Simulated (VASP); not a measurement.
# Si5Se (P6/mmm) in VASP: a series of runs

Si5Se is run at these levels: PBE; tasks: relaxation of cell and atoms.

All numbers are computed with VASP 6.6.1; they aren't measurements. Logs are shortened: lines on timing, memory, paths and dates and some standing lists are left out, and cuts for length are marked.

## Step 1: The cell of the first run

It takes space group P6/mmm (No. 191, hexagonal). The conventional cell has a = 5.703 Å, b = 5.703 Å, c = 3.558 Å, α = 90.00°, β = 90.00°, γ = 120.00°. Within 2.2 Å of Si (site symmetry mmm) lie 2 Si at 1.65 Å. Within 2.2 Å of Si (site symmetry -6m2) lie 3 Si at 1.65 Å. Within 4.4 Å of Se (site symmetry 6/mmm) lie 24 Si at 3.36 to 3.74 Å and 2 Se at 3.56 Å.

The cell was generated, and may not be a known phase.

## Step 2: Relaxation of cell and atoms, PBE

INCAR

```
SYSTEM = Si5Se
  ALGO = Normal
  EDIFF = 1E-6
  EDIFFG = -0.04
  ENCUT = 600
  GGA = PE
  IBRION = 2
  ISIF = 3
  ISMEAR = 0
  LASPH = .True.
  LCHARG = .False.
  LREAL = .False.
  LWAVE = .False.
  NELM = 80
  NSW = 90
  PREC = Accurate
  SIGMA = 0.1
```

KPOINTS

```
k-points
0
Gamma
  6 6 6
  0 0 0
```

POSCAR

```
Si5Se
1.0
    5.7025408000      0.0000000000      0.0000000000
   -2.8512704000      4.9385451900      0.0000000000
    0.0000000000      0.0000000000      3.5583118200
Si Se
5 1
Direct
    0.5000000000      0.0000000000      0.5000000000
    0.0000000000      0.5000000000      0.5000000000
    0.5000000000      0.5000000000      0.5000000000
    0.3333333300      0.6666666700      0.5000000000
    0.6666666700      0.3333333300      0.5000000000
    0.0000000000      0.0000000000      0.0000000000
```

Potentials or basis: VASP PAW PBE potentials, release 64 (Si, Se).

Run with:

```console
$ cat potpaw_PBE.64/Si/POTCAR potpaw_PBE.64/Se/POTCAR > POTCAR
$ mpirun -np 1 vasp_std > vasp.out
```

OUTCAR:

```text
SYSTEM = Si5Se
   EDIFF = 1E-6
   EDIFFG = -0.04
   ENCUT = 600
   GGA = PE
   IBRION = 2
   ISIF = 3
   ISMEAR = 0
   LASPH = .True.
   LREAL = .False.
   NELM = 80
   NSW = 90
   PREC = Accurate

 ion  position               nearest neighbor table
   1  0.500  0.000  0.500-   4 1.65   5 1.65   2 2.85   3 2.85   3 2.85   2 2.85
   2  0.000  0.500  0.500-   4 1.65   5 1.65   1 2.85   1 2.85   3 2.85   3 2.85
   3  0.500  0.500  0.500-   4 1.65   5 1.65   1 2.85   1 2.85   2 2.85   2 2.85
   4  0.333  0.667  0.500-   1 1.65   2 1.65   3 1.65
   5  0.667  0.333  0.500-   1 1.65   2 1.65   3 1.65
   6  0.000  0.000  0.000-

  LATTYP: Found a hexagonal cell.
 ALAT       =     5.7025408000
 C/A-ratio  =     0.6239870866

  Lattice vectors:

 A1 = (   5.7025408000,   0.0000000000,   0.0000000000)
 A2 = (  -2.8512704000,   4.9385451900,   0.0000000000)
 A3 = (   0.0000000000,   0.0000000000,   3.5583118200)

Analysis of symmetry for initial positions (statically):
=====================================================================
 Subroutine PRICEL returns:
 Original cell was already a primitive cell.

 Routine SETGRP: Setting up the symmetry group for a
 hexagonal supercell.

 Subroutine GETGRP returns: Found 24 space group operations
 (whereof 24 operations were pure point group operations)
 out of a pool of 24 trial point group operations.

The static configuration has the point symmetry D_6h.

Analysis of symmetry for dynamics (positions and initial velocities):
=====================================================================
 Subroutine PRICEL returns:
 Original cell was already a primitive cell.

 Routine SETGRP: Setting up the symmetry group for a
 hexagonal supercell.

 Subroutine GETGRP returns: Found 24 space group operations
 (whereof 24 operations were pure point group operations)
 out of a pool of 24 trial point group operations.

The dynamic configuration has the point symmetry D_6h.

 Subroutine INISYM returns: Found 24 space group operations
 (whereof 24 operations are pure point group operations),
 and found     1 'primitive' translations

----------------------------------------------------------------------------------------

                                     Primitive cell

  volume of cell :     100.2101

  direct lattice vectors                    reciprocal lattice vectors
     5.702540800  0.000000000  0.000000000     0.175360429  0.101244391  0.000000000
    -2.851270400  4.938545190  0.000000000     0.000000000  0.202488782  0.000000000
     0.000000000  0.000000000  3.558311820     0.000000000  0.000000000  0.281032144

  length of vectors
     5.702540800  5.702540792  3.558311820     0.202488782  0.202488782  0.281032144

  position of ions in fractional coordinates (direct lattice)
     0.500000000  0.000000000  0.500000000
     0.000000000  0.500000000  0.500000000
     0.500000000  0.500000000  0.500000000
     0.333333330  0.666666670  0.500000000
     0.666666670  0.333333330  0.500000000
     0.000000000  0.000000000  0.000000000

  ion indices of the primitive-cell ions
   primitive index   ion index
                 1           1
                 2           2
                 3           3
                 4           4
                 5           5
                 6           6

----------------------------------------------------------------------------------------

 KPOINTS: k-points

Automatic generation of k-mesh.
 Grid dimensions read from file:
 generate k-points for:    6    6    6

 Generating k-lattice:

  Cartesian coordinates                     Fractional coordinates (reciprocal lattice)
     0.029226738  0.016874065  0.000000000     0.166666667  0.000000000  0.000000000
     0.000000000  0.033748130  0.000000000     0.000000000  0.166666667  0.000000000
     0.000000000  0.000000000  0.046838691     0.000000000  0.000000000  0.166666667

  Length of vectors
     0.033748130  0.033748130  0.046838691

  Shift w.r.t. Gamma in fractional coordinates (k-lattice)
     0.000000000  0.000000000  0.000000000

 Subroutine IBZKPT returns following result:
 ===========================================

 Found     28 irreducible k-points:

 Following reciprocal coordinates:
            Coordinates               Weight
  0.000000  0.000000  0.000000      1.000000
  0.166667 -0.000000  0.000000      6.000000
  0.333333 -0.000000  0.000000      6.000000
  0.500000 -0.000000  0.000000      3.000000
  0.166667  0.166667  0.000000      6.000000
  0.333333  0.166667  0.000000     12.000000
[... 16 lines left out ...]
  0.166667 -0.000000  0.500000      6.000000
  0.333333 -0.000000  0.500000      6.000000
 [... further k-points ...]
   k-points           NKPTS =     28   k-points in BZ     NKDIM =     28   number of bands    NBANDS=     17
   number of dos      NEDOS =    301   number of ions     NIONS =      6
   total plane-waves  NPLWV =  64512
   dimension x,y,z NGX =    48 NGY =   48 NGZ =   28
   dimension x,y,z NGXF=    96 NGYF=   96 NGZF=   56
   ions per type =               5   1
   NGX,Y,Z   is equivalent  to a cutoff of  13.99, 13.99, 13.08 a.u.
   NGXF,Y,Z  is equivalent  to a cutoff of  27.99, 27.99, 26.16 a.u.
 SYSTEM =  Si5Se
   PREC   = accura    normal or accurate (medium, high low for compatibility)
   ISTART =      0    job   : 0-new  1-cont  2-samecut
   ICHARG =      2    charge: 1-file 2-atom 10-const
   ISPIN  =      1    spin polarized calculation?
   LNONCOLLINEAR =      F non collinear calculations
   LSORBIT =      F    spin-orbit coupling
   LASPH  =      T    aspherical Exc in radial PAW
   ENCUT  =  600.0 eV  44.10 Ry    6.64 a.u.  11.39 11.39  7.11*2*pi/ulx,y,z
   NELM   =     80;   NELMIN=  2; NELMDL= -5     # of ELM steps
   EDIFF  = 0.1E-05   stopping-criterion for ELM
   LREAL  =      F    real-space projection
   EDIFFG = -.4E-01   stopping-criterion for IOM
   NSW    =     90    number of steps for IOM
   IBRION =      2    ionic relax: 0-MD 1-quasi-New 2-CG
   NFREE  =      1    steps in history (QN), initial steepest desc. (CG)
   ISIF   =      3    stress and relaxation
   ISYM   =      2    0-nonsym 1-usesym 2-fastsym
   POTIM  = 0.5000    time-step for ionic-motion
   TEBEG  =    0.0;   TEEND  =   0.0 temperature during run
   PSTRESS=    0.0 pullay stress
   NELECT =      26.0000    total number of electrons
   NUPDOWN=      -1.0000    fix difference up-down
   EMIN   =  10.00;   EMAX   =-10.00  energy-range for DOS
   EFERMI =   0.00;   METHOD = LEGACY
   ISMEAR =     0;   SIGMA  =   0.10  broadening in eV -4-tet -1-fermi 0-gaus
   EFERMI_NEDOS =   21; number of points for ismear=-14 and -15
   IALGO  =     38    algorithm
   IMIX   =      4    mixing-type and parameters
     AMIX     =   0.40;   BMIX     =  1.00
     AMIX_MAG =   1.60;   BMIX_MAG =  1.00
  volume/ion in A,a.u.               =      16.70       112.71
  Fermi-wavevector in a.u.,A,eV,Ry     =   1.044148  1.973154 14.833689  1.090245
  Thomas-Fermi vector in A             =   2.178888
   LORBIT       =      0    0 simple, 1 ext, 2 COOP (PROOUT), +10 PAW based schemes
   GGA     = PE    functional components
   LHFCALC =     F    Hartree Fock is set to
   AEXX    =    0.0000 exact exchange contribution
   IVDW    =     0    specifies the selected vdW correction
   LEPSILON=     F    determine dielectric tensor
   LRPA    =     F    only Hartree local field effects (RPA)
 conjugate gradient relaxation of ions
 non-spin polarized calculation
 Gauss-broadening in eV      SIGMA  =   0.10
  energy-cutoff  :      600.00
  volume of cell :      100.21
 maximum number of plane-waves:      3362
 NGX is ok and might be reduce to    48
   NGX = 23   NGY = 23   NGZ = 15

--------------------------------------- Ionic step        1  -------------------------------------------

 number of electron      25.9999999 magnetization

 Free energy of the ion-electron system (eV)
  ---------------------------------------------------
  ext. energy  EPLUGINS =         0.00000000
  ---------------------------------------------------
  free energy    TOTEN  =         7.42007987 eV

  energy without entropy =        7.43195562  energy(sigma->0) =        7.42601775

 E-fermi :   7.2121     XC(G=0): -10.1612

 val. band max:        7.2068335907   @ k =   0.1667   0.1667   0.0000
 cond. band min:       7.2452706587   @ k =   0.5000  -0.0000   0.3333
 fundamental gap:      0.0384370681
 Fermi energy:         7.2120626658

 k-point     1 :       0.0000    0.0000    0.0000
  band No.  band energies     occupation
      1      -7.6305      2.00000
      2      -4.7441      2.00000
      3      -3.7588      2.00000
      4      -2.0598      2.00000
      5      -2.0598      2.00000
      6       0.7826      2.00000
[... 457 lines left out ...]
      4      -1.6417      2.00000
      5      -0.3031      2.00000
      6       0.8307      2.00000
[... 9 lines left out ...]
     16       7.9741      0.00000
     17       9.6260      0.00000

 [... further k-points ...]

------------------------ aborting loop because EDIFF is reached ----------------------------------------

  FORCE on cell =-STRESS in cart. coord.  units (eV):
  Direction    XX          YY          ZZ          XY          YZ          ZX
  --------------------------------------------------------------------------------------
  -------------------------------------------------------------------------------------
  Total      125.6757758    125.6757754     -2.0236570      0.0000000      0.0000000      0.0000000
  in kB     2009.3274656   2009.3274583    -32.3546008      0.0000000      0.0000000      0.0000000
  external PRESSURE =    1328.7667744 kB  Pullay stress =       0.0000000 kB
[... 101 lines left out ...]
  FREE ENERGIE OF THE ION-ELECTRON SYSTEM (eV)
  ---------------------------------------------------
  free  energy   TOTEN  =       -16.0728365540 eV

  energy  without entropy=      -16.0289662592  energy(sigma->0) =      -16.05090141

 E-fermi :  -1.0290     XC(G=0):  -5.8772

 val. band max:       -1.0627437705   @ k =   0.3333  -0.0000   0.1667
 cond. band min:      -1.0233192534   @ k =   0.0000   0.0000   0.0000
 fundamental gap:      0.0394245172
 Fermi energy:        -1.0290108533

 k-point     1 :       0.0000    0.0000    0.0000
  band No.  band energies     occupation
      1     -12.3526      2.00000
      2      -9.2559      2.00000
      3      -8.2154      2.00000
      4      -8.1333      2.00000
      5      -8.1333      2.00000
      6      -6.1432      2.00000
[... 457 lines left out ...]
      4      -6.9708      2.00000
      5      -6.3088      2.00000
      6      -5.3338      2.00000
[... 9 lines left out ...]
     16      -0.9049      0.07913
     17      -0.5318      0.00000

 [... further k-points ...]

 E-fermi :   4.1533     XC(G=0):  -8.9619

 val. band max:        4.1021452154   @ k =   0.3333   0.1667   0.3333
 cond. band min:       4.1538611406   @ k =   0.3333   0.1667   0.1667
 fundamental gap:      0.0517159251
 Fermi energy:         4.1532916510

 k-point     1 :       0.0000    0.0000    0.0000
  band No.  band energies     occupation
      1     -10.1560      2.00000
      2      -8.1382      2.00000
      3      -6.3862      2.00000
      4      -5.6665      2.00000
      5      -5.6665      2.00000
      6      -1.0144      2.00000
[... 457 lines left out ...]
      4      -1.7303      2.00000
      5      -1.4142      2.00000
      6      -0.6666      2.00000
[... 9 lines left out ...]
     16       6.4077      0.00000
     17       7.4230      0.00000

 [... further k-points ...]

[... ionic steps 4 to 17 ...]

--------------------------------------- Ionic step       18  -------------------------------------------

 number of electron      25.9999995 magnetization

------------------------ aborting loop because EDIFF is reached ----------------------------------------
[... 75 lines left out ...]
--------------------------------------- Ionic step       20  -------------------------------------------

 number of electron      25.9999994 magnetization

 Free energy of the ion-electron system (eV)
  ---------------------------------------------------
  ext. energy  EPLUGINS =         0.00000000
  ---------------------------------------------------
  free energy    TOTEN  =       -26.54015112 eV

  energy without entropy =      -26.51304802  energy(sigma->0) =      -26.52659957

 E-fermi :   3.5939     XC(G=0):  -8.7059

 val. band max:        3.5510097137   @ k =   0.3333   0.3333   0.0000
 cond. band min:       3.5941107547   @ k =   0.3333   0.3333   0.3333
 fundamental gap:      0.0431010410
 Fermi energy:         3.5939407396

 k-point     1 :       0.0000    0.0000    0.0000
  band No.  band energies     occupation
      1     -10.4029      2.00000
      2      -8.2855      2.00000
      3      -6.6004      2.00000
      4      -5.9493      2.00000
      5      -5.9493      2.00000
      6      -1.2752      2.00000
[... 457 lines left out ...]
      4      -2.0439      2.00000
      5      -1.6579      2.00000
      6      -0.9470      2.00000
[... 9 lines left out ...]
     16       5.7156      0.00000
     17       7.0261      0.00000

 [... further k-points ...]

------------------------ aborting loop because EDIFF is reached ----------------------------------------

  FORCE on cell =-STRESS in cart. coord.  units (eV):
  Direction    XX          YY          ZZ          XY          YZ          ZX
  --------------------------------------------------------------------------------------
  -------------------------------------------------------------------------------------
  Total        0.0076989      0.0076989     -0.1866885      0.0000000     -0.0000000      0.0000000
  in kB        0.0847226      0.0847226     -2.0544248      0.0000000     -0.0000000      0.0000000
  external PRESSURE =      -0.6283265 kB  Pullay stress =       0.0000000 kB
[... 21 lines left out ...]
  FREE ENERGIE OF THE ION-ELECTRON SYSTEM (eV)
  ---------------------------------------------------
  free  energy   TOTEN  =       -26.5401511202 eV

  energy  without entropy=      -26.5130480190  energy(sigma->0) =      -26.52659957

 reached required accuracy - stopping structural energy minimisation
```

Wall time 15 min (1 thread of Intel Xeon 8259CL, shared host); peak memory 0.28 GiB.

Results:

```yaml
Free_energy: -26.5402 eV
Relaxed_volume: 24.27 Å³/atom
Relaxed_cell: a = 8.242 Å, b = 8.242 Å, c = 2.475 Å, α = 90.00°, β = 90.00°, γ = 120.00°
Space_group_after_relaxing_to_0.1_Å: P6/mmm (No. 191)
Energy_gained_by_relaxing: 5660.0 meV/atom
Ionic_steps: 20
Pressure_after_relaxing: -0.1 GPa
Band_gap_on_the_k_mesh: zero (bands 13 and 14 overlap by 0.56 eV)
```

Stress tensor (GPa, compression positive):
```
 0.01  0.00  0.00
 0.00  0.01  0.00
 0.00  0.00 -0.21
```

Step by step:
```
step  energy change (eV)  largest force (eV/Å)  pressure (GPa)  volume (Å³)
   1              0.0000                0.0000          132.88       100.21
   2            -22.4147                0.0000           -5.66       398.47
   3            -23.4929                0.0000           -6.15       364.67
   4            -24.5357                0.0000           -6.60       334.88
   5            -29.0510                0.0000           -4.93       200.78
   6            -28.3867                0.0000            6.47       158.88
   7            -29.1761                0.0000           -3.91       191.14
   8            -29.2075                0.0000           -2.91       184.05
   9            -29.2055                0.0000           -3.23       185.98
  10            -30.0151                0.0000           -3.25       173.58
  11            -33.6769                0.0000            3.56       135.68
  12            -31.8069                0.0000           23.34       119.26
  13            -33.7036                0.0000            4.54       134.20
  14            -33.5784                0.0000            5.78       138.59
  15            -33.8466                0.0000            4.26       136.25
  16            -33.8485                0.0000            4.28       136.45
  17            -33.9501                0.0000           -1.02       147.81
  18            -33.9588                0.0000            0.02       145.14
  19            -33.9588                0.0000           -0.05       145.32
  20            -33.9602                0.0000           -0.06       145.59
```

Final structure:
```xyz
6
Lattice="8.2422 0.0000 0.0000 -4.1211 7.1379 0.0000 0.0000 0.0000 2.4747" Properties=species:S:1:pos:R:3 pbc="T T T"
Si    4.1211    0.0000    1.2374
Si   -2.0605    3.5690    1.2374
Si    2.0605    3.5690    1.2374
Si    0.0000    4.7586    1.2374
Si    4.1211    2.3793    1.2374
Se    0.0000    0.0000    0.0000
```

Caveat: the volume moved by over 15 % at a fixed basis, so the end points are rough.

## Step 3: Relaxation of cell and atoms, PBE

This run uses another cell than the first one, of 24.28 Å³/atom.

INCAR

```
  PREC = Accurate
  ENCUT = 600
  EDIFF = 1E-6
  ISMEAR = 0
  SIGMA = 0.1
  LREAL = False
  LASPH = True
  NELM = 80
  ALGO = Normal
  ISIF = 3
  LWAVE = False
  LCHARG = False
  GGA = PE
  IBRION = 2
  NSW = 100
  EDIFFG = -0.01
```

KPOINTS

```
Automatic mesh
0
Gamma
  6 6 16
```

POSCAR

```
Si5Se
1.0
    8.2530257176      0.0000000000      0.0000000000
   -4.1265128588      7.1473299295      0.0000000000
    0.0000000000      0.0000000000      2.4695488526
Si Se
5 1
Direct
    0.5000000000      0.0000000000      0.5000000000
    0.0000000000      0.5000000000      0.5000000000
    0.5000000000      0.5000000000      0.5000000000
    0.3333333333      0.6666666667      0.5000000000
    0.6666666667      0.3333333333      0.5000000000
    0.0000000000      0.0000000000      0.0000000000
```

Potentials or basis: VASP PAW PBE potentials, release 64 (Si, Se).

Run with:

```console
$ cat potpaw_PBE.64/Si/POTCAR potpaw_PBE.64/Se/POTCAR > POTCAR
$ mpirun -np 1 vasp_std > vasp.out
```

Wall time 7.2 min (1 thread of Intel Xeon 8259CL, shared host); peak memory 0.44 GiB.

It converged, with:

* Free energy: -26.4443 eV
* Relaxed volume: 24.54 Å³/atom
* Relaxed cell: a = 8.298 Å, b = 8.298 Å, c = 2.469 Å, α = 90.00°, β = 90.00°, γ = 120.00°
* Space group after relaxing (to 0.1 Å): P6/mmm (No. 191)
* Energy gained by relaxing: 0.6 meV/atom
* Ionic steps: 4
* Pressure after relaxing: 0.0 GPa
* Band gap on the k mesh: zero (bands 13 and 14 overlap by 0.90 eV)

The path:
```csv
step,energy change (eV),largest force (eV/Å),pressure (GPa),volume (Å³)
1,0.0000,0.0000,0.52,145.67
2,-0.0037,0.0000,-0.03,147.34
3,-0.0037,0.0000,-0.02,147.33
4,-0.0037,0.0000,0.02,147.26
```

Final structure:
```
Si Se
1.0
     8.29844    0.00000    0.00000
    -4.14922    7.18666    0.00000
     0.00000    0.00000    2.46924
Si Se
5 1
Direct
  0.50000 0.00000 0.50000
  0.00000 0.50000 0.50000
  0.50000 0.50000 0.50000
  0.33333 0.66667 0.50000
  0.66667 0.33333 0.50000
  0.00000 0.00000 0.00000
```

Levels at points of the mesh, in eV from the Fermi level:
| k point | band 10 | band 11 | band 12 | band 13 | band 14 | band 15 | band 16 | band 17 |
| --- | --- | --- | --- | --- | --- | --- | --- | --- |
| (0.00, 0.00, 0.00) | -3.06 | -0.89 | -0.89 | -0.18 | 0.48 | 0.48 | 3.41 | 3.85 |
| (0.50, 0.00, 0.00) | -2.50 | -2.02 | -1.43 | -0.81 | 0.25 | 2.27 | 3.22 | 4.61 |
| (0.00, 0.00, 0.50) | -3.37 | -0.88 | -0.88 | -0.06 | 0.58 | 0.58 | 2.18 | 2.66 |
| (0.50, 0.00, 0.50) | -2.06 | -1.98 | -1.15 | -0.77 | 0.62 | 0.68 | 2.18 | 2.49 |

The gap in the log of VASP goes by the Fermi energy; the results here count the filled bands.